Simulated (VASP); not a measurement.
A run of VASP 6.6.1 is set up as follows.

The input INCAR:

```
PREC     = Accurate       # precision mode
ENCUT    = 520            # plane-wave cutoff, eV
EDIFF    = 1E-6           # SCF threshold, eV
ISMEAR   = 0              # smearing method
SIGMA    = 0.1            # smearing width, eV
LREAL    = F              # projectors in reciprocal space
LASPH    = T              # aspherical terms in the spheres
NELM     = 80             # most SCF steps
ALGO     = Normal         # electronic algorithm
ISIF     = 2              # what is computed and relaxed
LWAVE    = F              # write WAVECAR
LCHARG   = F              # write CHGCAR
GGA      = PE             # functional
NBANDS   = 25             # bands
```

The input KPOINTS:

```
regular mesh
0
Gamma
  4 4 4
```

Contents of POSCAR:

```
MgTe5
1.0
    0.0000000000      4.5284669928      4.5284669928
    4.5284669928      0.0000000000      4.5284669928
    4.5284669928      4.5284669928      0.0000000000
Mg Te
1 5
Direct
    0.5000000000      0.5000000000      0.5000000000
    0.8750787601      0.8750787601      0.8750787601
    0.8750787601      0.8750787601      0.3747637198
    0.8750787601      0.3747637198      0.8750787601
    0.3747637198      0.8750787601      0.8750787601
    0.2500000000      0.2500000000      0.2500000000
```

Potentials or basis: VASP PAW PBE potentials, release 64 (Mg, Te).

The run is started by

```console
$ cat potpaw_PBE.64/Mg/POTCAR potpaw_PBE.64/Te/POTCAR > POTCAR
$ mpirun -np 1 vasp_std > vasp.out
```

(1) Estimate the band gap on the k mesh.

(2) Estimate the pressure.

Results:

(1) zero (bands 16 and 17 overlap by 1.28 eV).

(2) -0.1 GPa.

Caveat: spin-orbit coupling is left out, which moves the levels of the heavy elements.
